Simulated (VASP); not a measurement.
Set up this calculation in VASP 6.6.1, as the native input.

* Task: single point
* Functional: PBEsol
* Potentials or basis: VASP PAW PBE potentials, release 64 (Al, N)
* Cutoff: 520 eV
* k mesh: 9 × 9 × 6
* Occupations: gaussian, width 0.05 eV
* Spin: no spin polarisation
* Dipole correction: no
* Further INCAR settings: ALGO = Normal; EDIFF = 1e-06; NBANDS = 16

The structure of AlN lies in POSCAR:

```
AlN
1.0
    3.3808000000      0.0000000000      0.0000000000
   -1.6904000000      2.9278586851      0.0000000000
    0.0000000000      0.0000000000      4.2240000000
Al N
2 2
Direct
    0.3333333333      0.6666666667      0.7500000000
    0.6666666667      0.3333333333      0.2500000000
    0.3333333333      0.6666666667      0.2500000000
    0.6666666667      0.3333333333      0.7500000000
```

These files were run (other wordings do the same):

INCAR

```
SYSTEM = AlN
ALGO = Normal
EDIFF = 1E-6
ENCUT = 520
GGA = PS
ISIF = 2
ISMEAR = 0
LASPH = .True.
LCHARG = .False.
LREAL = .False.
LWAVE = .False.
NBANDS = 16
NELM = 100
PREC = Accurate
SIGMA = 0.05
```

KPOINTS

```
k-points
0
Gamma
  9 9 6
  0 0 0
```

Potentials or basis: VASP PAW PBE potentials, release 64 (Al, N).

Launch:

```sh
$ cat potpaw_PBE.64/Al/POTCAR potpaw_PBE.64/N/POTCAR > POTCAR
$ mpirun -np 1 vasp_std > vasp.out
```

Results of the run:

```
Pressure               : -12.9 GPa
Band gap on the k mesh : 2.86 eV, direct
```

Caveat: the PAW data sets were made with another functional, which shifts forces and pressure a little.

Wall time 24 s on 1 thread of Intel Xeon 6975P-C, with other jobs on the host, peak memory 0.17 GiB.
